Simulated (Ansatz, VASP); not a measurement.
**Mg8H in VASP and in Ansatz**

```
Mg H
1.0
    -3.24482    4.46824    3.24482
     3.24482   -4.46824    3.24482
     3.24482    4.46824   -3.24482
Mg H
8 1
Direct
  0.99851 0.99732 0.99583
  0.99881 0.99732 0.50149
  0.99814 0.49896 0.99918
  0.99851 0.50268 0.50119
  0.50023 0.00104 0.99918
  0.50082 0.00104 0.50186
  0.50082 0.49896 0.99977
  0.50417 0.50268 0.50149
  0.12500 0.25000 0.37500
```

Alike in both runs: functional PBE; k mesh 6 × 6 × 6; occupations gaussian, width 0.1 eV; no spin polarisation.

Ansatz relaxed the structure, and its values are those at the end. VASP's run is a single point on that final structure, the one shown.

```csv
,VASP,Ansatz
version,VASP 6.6.1,Ansatz 0.2.0
potentials or method,"VASP PAW PBE potentials, release 64 (Mg, H), cutoff 520 eV","scalar-relativistic, plane waves, PAW"
valence electrons in the cell,17,81
```

```csv
,VASP,Ansatz,Ansatz less VASP
gap on the k mesh at the Fermi level (eV),none,none,-
pressure (GPa),-0.1,0.0,+0.14
```

A gap of «none» marks a metal or a gap that the smearing closes. VASP's potentials hold 17 valence electrons a cell and Ansatz's 81, so a difference there can come from the potentials and not from the codes.
